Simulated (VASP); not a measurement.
## Be3S2: single point with PBE

Be3S2:

```
Be S
1.0
     3.04406    0.00000    0.00000
     0.00000    3.04406    0.00000
     0.00000    0.00000    6.74331
Be S
3 2
Cartesian
  0.0000 0.0000 4.5354
  0.0000 0.0000 0.0000
  0.0000 0.0000 2.2080
  1.5220 1.5220 5.1365
  1.5220 1.5220 1.6068
```

- Program: VASP 6.6.1
- Task: single point
- Functional: PBE
- Potentials or basis: VASP PAW PBE potentials, release 64 (Be, S)
- Cutoff: 520 eV
- k mesh: 8 × 8 × 4
- Occupations: gaussian, width 0.1 eV
- Spin: no spin polarisation
- Dipole correction: no
- Further INCAR settings: ALGO = Normal; EDIFF = 1e-06; NBANDS = 17

The pressure is 0.1 GPa and the largest force is 0.015 eV/Å. The band gap on the k mesh is zero (band 9 reaches 8.41 eV, above the bottom of band 10 at 4.85 eV).

Forces on the atoms (eV/Å):
```
Be   0.000  0.000 -0.015
Be   0.000  0.000  0.000
Be   0.000  0.000  0.015
S    0.000  0.000  0.003
S    0.000  0.000 -0.003
```

Stress tensor (GPa, compression positive):
```
 0.21  0.00  0.00
 0.00  0.21  0.00
 0.00  0.00 -0.01
```

Levels at points of the mesh, in eV from the Fermi level:
| k point | band 6 | band 7 | band 8 | band 9 | band 10 | band 11 | band 12 | band 13 |
| --- | --- | --- | --- | --- | --- | --- | --- | --- |
| (0.00, 0.00, 0.00) | -2.69 | -2.00 | -2.00 | -0.74 | 1.77 | 1.85 | 4.55 | 5.25 |
| (0.50, 0.00, 0.00) | -2.64 | -1.78 | -0.77 | -0.38 | 2.77 | 2.81 | 3.02 | 3.44 |
| (0.50, 0.50, 0.00) | -6.25 | -3.50 | -2.84 | -2.05 | -0.60 | 0.17 | 0.17 | 0.48 |
| (0.00, 0.00, 0.50) | -2.47 | -2.27 | -2.27 | 1.06 | 1.35 | 2.60 | 4.92 | 5.28 |
| (0.50, 0.00, 0.50) | -3.40 | -1.62 | -0.66 | -0.52 | 0.02 | 3.81 | 3.88 | 4.23 |
| (0.50, 0.50, 0.50) | -6.66 | -2.69 | -2.66 | -2.30 | -1.77 | 0.71 | 1.13 | 1.13 |

Wall time 52 s on 1 thread of AMD EPYC 7R43 64-Core Processor (Zen 3) (shared host), peak memory 0.15 GiB.
